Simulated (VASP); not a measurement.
Here is a VASP 6.6.1 calculation.

INCAR

```
PREC = Accurate
ENCUT = 520
EDIFF = 1E-7
ISMEAR = -1
SIGMA = 0.05
LREAL = F
LASPH = T
NELM = 80
ALGO = Normal
ISIF = 2
LWAVE = F
LCHARG = T
GGA = PE
LELF = T
LVHAR = T
NBANDS = 30
```

KPOINTS

```
Automatic mesh
0
Gamma
  5 5 5
```

Contents of POSCAR:

```
CsPbCl3
1.0
    5.6787584584      0.0000000000      0.0000000000
    0.0000000000      5.6787584584      0.0000000000
    0.0000000000      0.0000000000      5.6787584584
Pb Cs Cl
1 1 3
Direct
    0.5000000000      0.5000000000      0.5000000000
    0.0000000000      0.0000000000      0.0000000000
    0.5000000000      0.0000000000      0.5000000000
    0.0000000000      0.5000000000      0.5000000000
    0.5000000000      0.5000000000      0.0000000000
```

Potentials or basis: VASP PAW PBE potentials, release 64 (Pb_d, Cs_sv, Cl).

Launch:

```console
$ cat potpaw_PBE.64/Pb_d/POTCAR potpaw_PBE.64/Cs_sv/POTCAR potpaw_PBE.64/Cl/POTCAR > POTCAR
$ mpirun -np 1 vasp_std > vasp.out
```

Task: Predict the band gap on the k mesh.

Result: 3.05 eV, direct.

Task: Predict the pressure.

Result: 0.6 GPa.

Caveat: spin-orbit coupling is left out, which moves the levels of the heavy elements. Expect the measured gap to be larger: semilocal functionals such as PBE lack the derivative discontinuity.
